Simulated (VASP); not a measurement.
Write the native input for VASP 6.6.1 that does the following.

```yaml
Task: relaxation of cell and atoms
Functional: PBE
Potentials_or_basis: VASP PAW PBE potentials, release 64 (Nb_sv, Mo_sv, N)
Cutoff: 600 eV
k_mesh: 6 × 6 × 10
Occupations: gaussian, width 0.1 eV
Spin: no spin polarisation
Dipole_correction: no
Further_INCAR_settings: ALGO = Normal; EDIFF = 1e-07; IBRION = 2; EDIFFG = -0.01; NSW = 100; ISIF = 3
```

The structure of Nb2MoN3 lies in POSCAR:

```
Nb2MoN3
1.0
    5.0840279969      0.0000000000      0.0000000000
   -2.5420139984      4.4028973989      0.0000000000
    0.0000000000      0.0000000000      2.8650378274
Nb Mo N
2 1 3
Direct
    0.3333333333      0.6666666667      0.0000000000
    0.6666666667      0.3333333333      0.0000000000
    0.0000000000      0.0000000000      0.0000000000
    0.3331762583      0.0000000000      0.5000000000
    0.6668237417      0.6668237417      0.5000000000
    0.0000000000      0.3331762583      0.5000000000
```

These files were run (other wordings do the same):

INCAR

```
SYSTEM = Nb2MoN3
  ALGO = Normal
  EDIFF = 1E-7
  EDIFFG = -0.01
  ENCUT = 600
  GGA = PE
  GGA_COMPAT = .False.
  IBRION = 2
  ISIF = 3
  ISMEAR = 0
  LASPH = .True.
  LCHARG = .False.
  LREAL = .False.
  LWAVE = .False.
  NELM = 120
  NELMIN = 4
  NSW = 100
  PREC = Accurate
  SIGMA = 0.1
```

KPOINTS

```
k-points
0
Gamma
  6 6 10
  0 0 0
```

Potentials or basis: VASP PAW PBE potentials, release 64 (Nb_sv, Mo_sv, N).

Command:

```bash
$ cat potpaw_PBE.64/Nb_sv/POTCAR potpaw_PBE.64/Mo_sv/POTCAR potpaw_PBE.64/N/POTCAR > POTCAR
$ mpirun -np 1 vasp_std > vasp.out
```

Results of the run:

```
Relaxed volume                        : 10.66 Å³/atom
Relaxed cell                          : a = 5.082 Å, b = 5.082 Å, c = 2.861 Å, α = 90.00°, β = 90.00°, γ = 120.00°
Space group after relaxing (to 0.1 Å) : P-62m (No. 189)
Energy gained by relaxing             : 0.1 meV/atom
Ionic steps                           : 4
Pressure after relaxing               : 0.0 GPa
Largest force after relaxing          : 0.008 eV/Å
Band gap on the k mesh                : zero (an odd number of electrons rules out a gap without spin polarisation)
```

Run time: 3.4 min on 1 thread of Intel(R) Xeon(R) 6975P-C (Granite Rapids), on a shared host, peak memory 0.27 GiB.
